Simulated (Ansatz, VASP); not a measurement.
## One calculation of As, two programs

File INCAR:

```
PREC = Accurate
ENCUT = 510
EDIFF = 1E-6
ISMEAR = -1
SIGMA = 0.1
LREAL = F
LASPH = T
NELM = 120
ALGO = Normal
ISIF = 2
LWAVE = F
LCHARG = T
GGA = PE
LELF = T
LVHAR = T
NBANDS = 22
GGA_COMPAT = F
```

File KPOINTS:

```
regular mesh
0
Gamma
  16 16 9
```

POSCAR

```
As
1.0
    2.4159468924      0.0000000000      0.0000000000
   -1.2079734462      2.0922713831      0.0000000000
    0.0000000000      0.0000000000      3.8374445882
As
2
Direct
    0.3333333333      0.6666666667      0.2500000000
    0.6666666667      0.3333333333      0.7500000000
```

Input for Ansatz:

```yaml
crystal:
  lattice:
    - [2.4159468924, 0.0, 0.0]
    - [-1.2079734462, 2.0922713831, 0.0]
    - [0.0, 0.0, 3.8374445882]
  atoms:
    - { symbol: As, position: [0.3333333333, 0.6666666667, 0.25] }
    - { symbol: As, position: [0.6666666667, 0.3333333333, 0.75] }
kpoints:
  mp_grid: { grid: [16, 16, 9] }
scf:
  occupations: { method: fermi_dirac, width: 0.1 }
hamiltonian:
  xc: pbe
  pseudopotentials: { kind: paw }
output:
  forces: true
  stress: true
  eigenvalues: true
  populations: true
```

Change from the starting cell: volume scaled by 0.5, PAW files.

Alike in both runs: task single point; functional PBE; k mesh 16 × 16 × 9; occupations fermi-dirac, width 0.1 eV; no spin polarisation.

```csv
,VASP,Ansatz
version,VASP 6.6.1,Ansatz 0.2.0
potentials or method,"VASP PAW PBE potentials, release 64 (As_d)","PAW with Ansatz's default frozen-core files, scalar-relativistic"
plane-wave cutoff (eV),510,420
valence electrons in the cell,30,30
```

|  | VASP | Ansatz | Ansatz less VASP |
| --- | --- | --- | --- |
| pressure (GPa) | 240.1 | 238.3 | -1.81 |
| traceless stress, the component that is largest in VASP (GPa) | -0.11 | -0.02 | +0.093 |

Both programs put the cell under a high pressure, so it lies far from rest at this level.

Noted on VASP's run: the cell as given lies far from equilibrium.
